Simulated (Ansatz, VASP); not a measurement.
**Two plane-wave programs on HfSn3**

```
Hf Sn
1.0
     4.55541    0.00000    0.00000
     0.00000    4.55541    0.00000
     0.00000    0.00000    4.55541
Hf Sn
1 3
Direct
  0.00000 0.00000 0.00000
  0.00000 0.50000 0.50000
  0.50000 0.00000 0.50000
  0.50000 0.50000 0.00000
```

Alike in both runs: task single point; functional r2SCAN; k mesh 4 × 4 × 4; occupations gaussian, width 0.1 eV; no spin polarisation.

|  | VASP | Ansatz |
| --- | --- | --- |
| version | VASP 6.6.1 | Ansatz 0.2.0 |
| potentials or method | VASP PAW PBE potentials, release 64 (Hf_pv, Sn_d), cutoff 520 eV | scalar-relativistic, plane waves, PAW |
| valence electrons in the cell | 52 | 68 |

```csv
,VASP,Ansatz,Ansatz less VASP
gap on the k mesh at the Fermi level (eV),none,none,-
pressure (GPa),0.0,0.2,+0.19
```

VASP's potentials were made for PBE, not for r2SCAN. A gap of «none» marks a metal or a gap that the smearing closes. VASP's potentials hold 52 valence electrons a cell and Ansatz's 68, so a difference there can come from the potentials and not from the codes.

Neither program's run includes spin-orbit coupling.
